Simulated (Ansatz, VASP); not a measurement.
**Co in VASP and in Ansatz**

```xyz
1
Lattice="0.0000 1.7289 1.7289 1.7289 0.0000 1.7289 1.7289 1.7289 0.0000" Properties=species:S:1:pos:R:3 pbc="T T T"
Co    0.0000    0.0000    0.0000
```

Alike in both runs: functional PBE; k mesh 15 × 15 × 15; occupations fermi-dirac, width 0.1 eV; no spin polarisation.

Ansatz relaxed the structure, and its values are those at the end. VASP's run is a single point on that final structure, the one shown.

|  | VASP | Ansatz |
| --- | --- | --- |
| version | VASP 6.6.1 | Ansatz 0.2.0 |
| potentials or method | VASP PAW PBE potentials, release 64 (Co), cutoff 600 eV | plane waves (420 eV) with PAW, scalar-relativistic |
| valence electrons in the cell | 9 | 17 |

VASP gave:

* pressure (GPa): -0.9

Task: What did Ansatz give for the same quantities?

Result: Pressure (GPa): 0.0.

VASP's potentials hold 9 valence electrons a cell and Ansatz's 17, so a difference there can come from the potentials and not from the codes.
